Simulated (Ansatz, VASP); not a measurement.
# Al in VASP and in Ansatz

Contents of INCAR:

```
SYSTEM = Al
PREC     = Accurate       ! precision mode
ENCUT    = 520            ! plane-wave cutoff, eV
EDIFF    = 1E-8           ! SCF threshold, eV
ISMEAR   = -1             ! smearing method
SIGMA    = 0.03           ! smearing width, eV
LREAL    = .False.        ! projectors in reciprocal space
LASPH    = .True.         ! aspherical terms in the spheres
NELM     = 60             ! most SCF steps
ALGO     = Normal         ! electronic algorithm
ISIF     = 2              ! what is computed and relaxed
LWAVE    = .False.        ! write WAVECAR
LCHARG   = .False.        ! write CHGCAR
GGA      = CA             ! functional
LEFG     = .True.       
NBANDS   = 8              ! bands
```

Contents of KPOINTS:

```
Automatic mesh
0
Gamma
  17 17 17
  0 0 0
```

The input POSCAR:

```
Al
1.0
    0.0404796000      2.0442198000      2.0442198000
    2.0442198000      0.0404796000      2.0442198000
    2.0442198000      2.0442198000      0.0404796000
Al
1
Direct
    0.0000000000      0.0000000000      0.0000000000
```

Input for Ansatz:

```yaml
crystal:
  lattice:
    - [0.0404796, 2.0442198, 2.0442198]
    - [2.0442198, 0.0404796, 2.0442198]
    - [2.0442198, 2.0442198, 0.0404796]
  atoms:
    - { symbol: Al, position: [0.0, 0.0, 0.0] }
kpoints:
  mp_grid: { grid: [17, 17, 17] }
scf:
  occupations: { method: fermi_dirac, width: 0.03 }
hamiltonian:
  xc: lda
  pseudopotentials: { kind: all_electron, datasets: crystal }
output:
  forces: true
  stress: true
  eigenvalues: true
  efg: { contact_densities: true }
```

Change from the starting cell: equal xy, yz and zx shear strains of +2 %, crystal datasets.

Alike in both runs: task electric field gradients; functional LDA; k mesh 17 × 17 × 17; occupations fermi-dirac, width 0.03 eV; no spin polarisation.

|  | VASP | Ansatz |
| --- | --- | --- |
| version | VASP 6.6.1 | Ansatz 0.2.0 |
| potentials or method | VASP PAW LDA potentials, release 64 (Al), cutoff 520 eV | all-electron PAW with datasets made for the crystal, scalar-relativistic |

|  | VASP | Ansatz | Ansatz less VASP |
| --- | --- | --- | --- |
| pressure (GPa) | -3.5 | -3.6 | -0.03 |
| traceless stress, the component that is largest in VASP (GPa) | -0.82 | -0.82 | +0.004 |
| size of Vzz on the site where it differs most (V/Å²) | 4.0 | 3.8 | -0.22 |

LDA's correlation is that of Perdew and Zunger in VASP and of Perdew and Wang (1992) in Ansatz. Ansatz ran all-electron here, and VASP with PAW potentials.
